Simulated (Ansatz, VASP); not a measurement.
This is a calculation of Rb for Ansatz 0.2.0.

Contents of input.yaml:

```yaml
crystal:
  lattice:
    - [-2.8025, 2.8025, 2.8025]
    - [2.8025, -2.8025, 2.8025]
    - [2.8025, 2.8025, -2.8025]
  atoms:
    - { symbol: Rb, position: [0.0, 0.0, 0.0] }
kpoints:
  mp_grid: { grid: [4, 4, 4] }
scf:
  occupations: { method: fermi_dirac, width: 0.04 }
hamiltonian:
  xc: pbe
  pseudopotentials: { kind: all_electron, lapw: { basis_error: 0.003 } }
output:
  forces: true
  stress: true
  eigenvalues: true
```

Potentials or basis: all-electron LAPW, scalar-relativistic.

Command:

```bash
$ ansatz run input.yaml --threads 1 --pin off --max-ram 2560MiB --backend cpu --events-out ev --progress --plain --runs-dir out
```

**Question.** Set up the same calculation for VASP 6.6.1. Potentials there: VASP PAW PBE potentials, release 64 (Rb_sv).

**Answer.** As run (the cutoff follows the program's own potentials):

The input INCAR:

```
SYSTEM = Rb
PREC = Accurate
ENCUT = 520
EDIFF = 1E-7
ISMEAR = -1
SIGMA = 0.04
LREAL = .FALSE.
LASPH = .TRUE.
NELM = 80
ALGO = Normal
ISIF = 2
LWAVE = .FALSE.
LCHARG = .TRUE.
GGA = PE
LELF = .TRUE.
LVHAR = .TRUE.
NBANDS = 10
```

Contents of KPOINTS:

```
regular mesh
0
G
  4 4 4
  0 0 0
```

Contents of POSCAR:

```
Rb
1.0
   -2.8025000000      2.8025000000      2.8025000000
    2.8025000000     -2.8025000000      2.8025000000
    2.8025000000      2.8025000000     -2.8025000000
Rb
1
Direct
    0.0000000000      0.0000000000      0.0000000000
```

Potentials or basis: VASP PAW PBE potentials, release 64 (Rb_sv).

Launch:

```bash
$ cat potpaw_PBE.64/Rb_sv/POTCAR > POTCAR
$ mpirun -np 1 vasp_std > vasp.out
```

Both were run:

|  | VASP | Ansatz | Ansatz less VASP |
| --- | --- | --- | --- |
| gap on the k mesh at the Fermi level (eV) | none | none | - |
| pressure (GPa) | 0.2 | 0.2 | 0.00 |

A gap of «none» marks a metal or a gap that the smearing closes. Ansatz ran all-electron here, and VASP with PAW potentials.

The k mesh is coarse, so the values compare programs but aren't converged.
